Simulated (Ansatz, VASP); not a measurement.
LiF in VASP and in Ansatz

```
CELL_PARAMETERS angstrom
0.00000 2.04421 2.01400
2.01400 0.00000 2.01400
2.01400 2.04421 0.00000
ATOMIC_POSITIONS crystal
Li 0.00000 0.00000 0.00000
F 0.50000 0.50000 0.50000
```

Change from the starting cell: strain +0.0150 x Voigt [0, 1, 0, 0, 0, 0], atoms carried along.

Alike in both runs: task single point; functional PBE; k mesh 10 × 10 × 10; occupations gaussian, width 0.05 eV; no spin polarisation.

|  | VASP | Ansatz |
| --- | --- | --- |
| version | VASP 6.6.1 | Ansatz 0.2.0 |
| potentials or method | VASP PAW PBE potentials, release 64 (Li_sv, F), cutoff 520 eV | scalar-relativistic, plane waves, PAW |
| valence electrons in the cell | 10 | 10 |

Ansatz gave:

| Property | Result |
| --- | --- |
| gap on the k mesh at the Fermi level (eV) | 8.94 |
| least direct gap on the mesh (eV) | 8.94 |

Q: What did VASP give for the same quantities?

A: gap on the k mesh at the Fermi level (eV): 8.93; least direct gap on the mesh (eV): 8.93.

The functional is the same, so the differences come from potentials, cutoffs and numerics.

Noted on VASP's run: the cutoff is short for stress, so the pressure is rough.
